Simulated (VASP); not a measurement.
# InP (F-43m) in VASP: a series of runs, part 2 of 2

VASP 6.6.1. The steps go on from the part before.

## (3) Relaxation of cell and atoms, PBE, target pressure 15 GPa, at which the enthalpy is minimised

This run uses another cell than the first one, of 23.82 Å³/atom, 0.900 times its volume.

INCAR reads:

```
SYSTEM = InP
  PREC = Accurate
  ENCUT = 600
  EDIFF = 1E-6
  ISMEAR = 0
  SIGMA = 0.01
  LREAL = .False.
  LASPH = .True.
  NELM = 100
  ALGO = Normal
  ISIF = 3
  LWAVE = .False.
  LCHARG = .False.
  GGA = PE
  IBRION = 2
  NSW = 80
  EDIFFG = -0.001
  PSTRESS = 150.0
```

KPOINTS reads:

```
Automatic mesh
0
Gamma
  10 10 10
  0 0 0
```

POSCAR reads:

```
InP
1.0
    0.0000000000      2.8771249757      2.8771249757
    2.8771249757      0.0000000000      2.8771249757
    2.8771249757      2.8771249757      0.0000000000
In P
1 1
Direct
    0.0000000000      0.0000000000      0.0000000000
    0.7500000000      0.7500000000      0.7500000000
```

Potentials or basis: VASP PAW PBE potentials, release 64 (In_d, P).

Launch:

```
cat potpaw_PBE.64/In_d/POTCAR potpaw_PBE.64/P/POTCAR > POTCAR
mpirun -np 1 vasp_std > vasp.out
```

OUTCAR:

```text
SYSTEM = InP
   PREC = Accurate
   ENCUT = 600
   EDIFF = 1E-6
   ISMEAR = 0
   LREAL = .False.
   LASPH = .True.
   NELM = 100
   ISIF = 3
   GGA = PE
   IBRION = 2
   NSW = 80
   EDIFFG = -0.001
   PSTRESS = 150.0

 ion  position               nearest neighbor table
   1  0.000  0.000  0.000-   2 2.49   2 2.49   2 2.49   2 2.49
   2  0.750  0.750  0.750-   1 2.49   1 2.49   1 2.49   1 2.49

  LATTYP: Found a face centered cubic cell.
 ALAT       =     5.7542499514

  Lattice vectors:

 A1 = (   0.0000000000,   2.8771249757,   2.8771249757)
 A2 = (   2.8771249757,   0.0000000000,   2.8771249757)
 A3 = (   2.8771249757,   2.8771249757,   0.0000000000)

Analysis of symmetry for initial positions (statically):
=====================================================================
 Subroutine PRICEL returns:
 Original cell was already a primitive cell.

 Routine SETGRP: Setting up the symmetry group for a
 face centered cubic supercell.

 Subroutine GETGRP returns: Found 24 space group operations
 (whereof 24 operations were pure point group operations)
 out of a pool of 48 trial point group operations.

The static configuration has the point symmetry T_d .

Analysis of symmetry for dynamics (positions and initial velocities):
=====================================================================
 Subroutine PRICEL returns:
 Original cell was already a primitive cell.

 Routine SETGRP: Setting up the symmetry group for a
 face centered cubic supercell.

 Subroutine GETGRP returns: Found 24 space group operations
 (whereof 24 operations were pure point group operations)
 out of a pool of 48 trial point group operations.

The dynamic configuration has the point symmetry T_d .

 Subroutine INISYM returns: Found 24 space group operations
 (whereof 24 operations are pure point group operations),
 and found     1 'primitive' translations

----------------------------------------------------------------------------------------

[... 123 lines left out ...]
 conjugate gradient relaxation of ions
 non-spin polarized calculation
 Gauss-broadening in eV      SIGMA  =   0.01
  energy-cutoff  :      600.00
  volume of cell :       47.63
 maximum number of plane-waves:      1639
 NGX is ok and might be reduce to    36
   NGX = 17   NGY = 17   NGZ = 17

--------------------------------------- Ionic step        1  -------------------------------------------

 number of electron      18.0000003 magnetization

 Free energy of the ion-electron system (eV)
  ---------------------------------------------------
  ext. energy  EPLUGINS =         0.00000000
  ---------------------------------------------------
  free energy    TOTEN  =        -8.28934370 eV

  energy without entropy =       -8.28934370  energy(sigma->0) =       -8.28934370

------------------------ aborting loop because EDIFF is reached ----------------------------------------

  FORCE on cell =-STRESS in cart. coord.  units (eV):
  Direction    XX          YY          ZZ          XY          YZ          ZX
  --------------------------------------------------------------------------------------
  -------------------------------------------------------------------------------------
  Total        2.3575029      2.3575029      2.3575029      0.0000000      0.0000000      0.0000000
  in kB       79.2969803     79.2969803     79.2969803      0.0000000      0.0000000      0.0000000
  external PRESSURE =     -70.7030197 kB  Pullay stress =     150.0000000 kB
[... 25 lines left out ...]
--------------------------------------- Ionic step        2  -------------------------------------------

 number of electron      18.0000000 magnetization

 E-fermi :   7.9135     XC(G=0): -10.2555

 val. band max:        7.8230317577   @ k =   0.0000   0.0000   0.0000
 cond. band min:       9.1445460801   @ k =   0.5000   0.5000   0.0000
 fundamental gap:      1.3215143225
 Fermi energy:         7.9134558472

 k-point     1 :       0.0000    0.0000    0.0000
  band No.  band energies     occupation
      1      -7.0166      2.00000
      2      -7.0166      2.00000
      3      -7.0166      2.00000
      4      -6.7246      2.00000
      5      -6.7246      2.00000
      6      -5.3827      2.00000
      7       7.8230      2.00000
      8       7.8230      2.00000
      9       7.8230      2.00000
     10       9.6325      0.00000
     11      11.8005      0.00000
     12      11.8005      0.00000
     13      11.8005      0.00000
[... 633 lines left out ...]
--------------------------------------- Ionic step        9  -------------------------------------------

 number of electron      17.9999997 magnetization

 Free energy of the ion-electron system (eV)
  ---------------------------------------------------
  ext. energy  EPLUGINS =         0.00000000
  ---------------------------------------------------
  free energy    TOTEN  =        -8.07655441 eV

  energy without entropy =       -8.07655441  energy(sigma->0) =       -8.07655441

 E-fermi :   6.7349     XC(G=0):  -9.8301

 val. band max:        6.6114800423   @ k =   0.0000   0.0000   0.0000
 cond. band min:       7.9698899026   @ k =   0.0000   0.0000   0.0000
 fundamental gap:      1.3584098603
 Fermi energy:         6.7349397241

 k-point     1 :       0.0000    0.0000    0.0000
  band No.  band energies     occupation
      1      -7.8859      2.00000
      2      -7.8859      2.00000
      3      -7.8859      2.00000
      4      -7.6626      2.00000
      5      -7.6626      2.00000
      6      -5.8097      2.00000
      7       6.6115      2.00000
      8       6.6115      2.00000
      9       6.6115      2.00000
     10       7.9699      0.00000
     11      10.6666      0.00000
     12      10.6666      0.00000
     13      10.6666      0.00000
[... 401 lines left out ...]
  energy  without entropy=       -8.0765544097  energy(sigma->0) =       -8.07655441

  enthalpy is  TOTEN    =        -3.9000679900 eV   P V=        4.1764864197

 reached required accuracy - stopping structural energy minimisation
```

OSZICAR:

```text
N       E                     dE             d eps       ncg     rms          rms(c)
DAV:   1     0.119748525595E+03    0.11975E+03   -0.94621E+03  1227   0.172E+03
DAV:   2    -0.883221986192E-01   -0.11984E+03   -0.11577E+03  1277   0.351E+02
DAV:   3    -0.850125192316E+01   -0.84129E+01   -0.82966E+01  1592   0.943E+01
[... 57 lines left out ...]
DAV:   1    -0.807666931049E+01    0.22898E-03   -0.91658E-06  1012   0.704E-02    0.432E-03
DAV:   2    -0.807666885662E+01    0.45387E-06   -0.86086E-07   626   0.271E-02
   8 F= -.39000679E+01 E0= -.39000679E+01  d E =-.173959E-05
       N       E                     dE             d eps       ncg     rms          rms(c)
DAV:   1    -0.807655449913E+01    0.11481E-03   -0.19085E-06   666   0.313E-02    0.217E-03
DAV:   2    -0.807655440967E+01    0.89460E-07   -0.27881E-07   616   0.151E-02
   9 F= -.39000680E+01 E0= -.39000680E+01  d E =-.186159E-05
```

CONTCAR:

```text
InP
   1.00000000000000
    -0.0000000000000000    2.8149248203874806    2.8149248203874806
     2.8149248203874806   -0.0000000000000000    2.8149248203874806
     2.8149248203874806    2.8149248203874806    0.0000000000000000
  In              P
     1     1
Direct
     0.0000000000000000    0.0000000000000000    0.0000000000000000
     0.7500000000000000    0.7500000000000000    0.7500000000000000

  0.00000000E+00  0.00000000E+00  0.00000000E+00
  0.00000000E+00  0.00000000E+00  0.00000000E+00
```

It took 2.2 min on 1 thread of Intel Xeon Platinum 8488C (Sapphire Rapids), shared host; peak memory 0.22 GiB.

Results:

```
Free energy                                            : -8.0766 eV
Relaxed volume                                         : 22.30 Å³/atom
Relaxed cell                                           : a = 3.981 Å, b = 3.981 Å, c = 3.981 Å, α = 60.00°, β = 60.00°, γ = 60.00°
Space group after relaxing (to 0.05 Å)                 : F-43m (No. 216)
Energy change on relaxing (the enthalpy is what falls) : +106.4 meV/atom
Ionic steps                                            : 9
Pressure after relaxing                                : 15.0 GPa
Band gap on the k mesh                                 : 1.36 eV, direct
```

Step by step:
| step | energy change (eV) | largest force (eV/Å) | pressure (GPa) | volume (Å³) |
| --- | --- | --- | --- | --- |
| 1 | 0.0000 | 0.0000 | 7.93 | 47.63 |
| 2 | 0.7211 | 0.0000 | 28.13 | 40.75 |
| 3 | 0.2069 | 0.0000 | 14.81 | 44.67 |
| 4 | 0.2129 | 0.0000 | 15.03 | 44.61 |
| 5 | 0.2107 | 0.0000 | 14.94 | 44.63 |
| 6 | 0.2122 | 0.0000 | 14.98 | 44.62 |
| 7 | 0.2124 | 0.0000 | 14.97 | 44.61 |
| 8 | 0.2127 | 0.0000 | 14.98 | 44.61 |
| 9 | 0.2128 | 0.0000 | 14.99 | 44.61 |

Final structure:
```
CELL_PARAMETERS angstrom
0.00000 2.81492 2.81492
2.81492 0.00000 2.81492
2.81492 2.81492 0.00000
ATOMIC_POSITIONS crystal
In 0.00000 0.00000 0.00000
P 0.75000 0.75000 0.75000
```

Levels at points of the mesh, in eV from the valence-band top:
| k point | band 7 | band 8 | band 9 | band 10 | band 11 | band 12 |
| --- | --- | --- | --- | --- | --- | --- |
| (0.00, 0.00, 0.00) | 0.00 | 0.00 | 0.00 | 1.36 | 4.06 | 4.06 |
| (0.50, 0.00, 0.00) | -6.44 | -1.17 | -1.17 | 1.78 | 4.79 | 4.79 |
| (0.50, 0.50, 0.00) | -6.32 | -2.77 | -2.77 | 1.53 | 2.21 | 10.01 |

Caveat: the cell is relaxed towards a set pressure, so the enthalpy falls and the energy may rise; spin-orbit coupling is left out, which moves the levels of the heavy elements. A k mesh can miss the band edges.

## (4) Relaxation of cell and atoms, PBE, target pressure 8 GPa, at which the enthalpy is minimised

This run uses another cell than the first one, of 25.28 Å³/atom, 0.956 times its volume.

INCAR reads:

```
ALGO = Normal
EDIFF = 1E-7
EDIFFG = -0.001
ENCUT = 600
GGA = PE
IBRION = 2
ISIF = 3
ISMEAR = 0
LASPH = T
LCHARG = F
LREAL = F
LWAVE = F
NELM = 80
NSW = 80
PREC = Accurate
PSTRESS = 80.0
SIGMA = 0.01
```

KPOINTS reads:

```
k-points
0
Gamma
  10 10 10
```

POSCAR reads:

```
InP
1.0
    0.0000000000      2.9350676883      2.9350676883
    2.9350676883      0.0000000000      2.9350676883
    2.9350676883      2.9350676883      0.0000000000
In P
1 1
Direct
    0.0000000000      0.0000000000      0.0000000000
    0.7500000000      0.7500000000      0.7500000000
```

Launch:

```
cat potpaw_PBE.64/In_d/POTCAR potpaw_PBE.64/P/POTCAR > POTCAR
mpirun -np 1 vasp_std > vasp.out
```

Run time: 2.6 min. Hardware: 1 thread of Intel Xeon Platinum 8488C (Sapphire Rapids), shared host; peak memory 0.23 GiB.

Results (log left out):

```yaml
Free_energy: -8.2882 eV
Relaxed_volume: 23.80 Å³/atom
Relaxed_cell: a = 4.068 Å, b = 4.068 Å, c = 4.068 Å, α = 60.00°, β = 60.00°, γ = 60.00°
Space_group_after_relaxing_to_0.05_Å: F-43m (No. 216)
Energy_change_on_relaxing_the_enthalpy_is_what_falls: +49.5 meV/atom
Ionic_steps: 6
Pressure_after_relaxing: 8.0 GPa
Band_gap_on_the_k_mesh: 1.01 eV, direct
```

The path:
| step | energy change (eV) | largest force (eV/Å) | pressure (GPa) | volume (Å³) |
| --- | --- | --- | --- | --- |
| 1 | 0.0000 | 0.0000 | 2.97 | 50.57 |
| 2 | 0.2769 | 0.0000 | 14.01 | 44.98 |
| 3 | 0.0977 | 0.0000 | 7.94 | 47.63 |
| 4 | 0.1006 | 0.0000 | 8.07 | 47.57 |
| 5 | 0.0973 | 0.0000 | 7.94 | 47.64 |
| 6 | 0.0990 | 0.0000 | 8.00 | 47.61 |

Final structure:
```
In P
1.0
     0.00000    2.87658    2.87658
     2.87658    0.00000    2.87658
     2.87658    2.87658    0.00000
In P
1 1
Direct
  0.00000 0.00000 0.00000
  0.75000 0.75000 0.75000
```

Levels at points of the mesh, in eV from the valence-band top:
```
           k point  band 6  band 7  band 8  band 9  band 10  band 11  band 12  band 13
(0.00, 0.00, 0.00)  -11.91    0.00    0.00    0.00     1.01     4.08     4.08     4.08
(0.50, 0.00, 0.00)  -10.00   -6.04   -1.06   -1.06     1.63     4.81     4.81     7.20
(0.50, 0.50, 0.00)   -9.28   -6.00   -2.52   -2.52     1.66     2.25     9.57     9.97
```

Caveat: the cell is relaxed towards a set pressure, so the enthalpy falls and the energy may rise; spin-orbit coupling is left out, which moves the levels of the heavy elements. PBE gaps usually lie below the measured ones, often by a third to a half.

## (5) The runs side by side

| task | cell | cutoff (eV) | smearing | gap on the mesh (eV) | pressure (GPa) |
| --- | --- | --- | --- | --- | --- |
| single point | a = 4.214 Å, angles 60.0°, 2 atoms | 520 | gaussian 0.02 eV | 0.44 | 0.0 |
| relaxation of cell and atoms | relaxed to 15 GPa from a = 4.069 Å, angles 60.0°, 2 atoms | 600 | gaussian 0.01 eV | 1.36 | 15.0 |
| relaxation of cell and atoms | relaxed to 8 GPa from a = 4.151 Å, angles 60.0°, 2 atoms | 600 | gaussian 0.01 eV | 1.01 | 8.0 |

Alike in all rows: level PBE; potentials or basis VASP PAW PBE potentials, release 64 (In_d, P); no spin polarisation; k mesh 10 × 10 × 10.

Caveats: spin-orbit coupling is left out, which moves the levels of the heavy elements; the cell is relaxed towards a set pressure, so the enthalpy falls and the energy may rise (some runs).

Absolute energies hang on the potentials; compare differences alone.
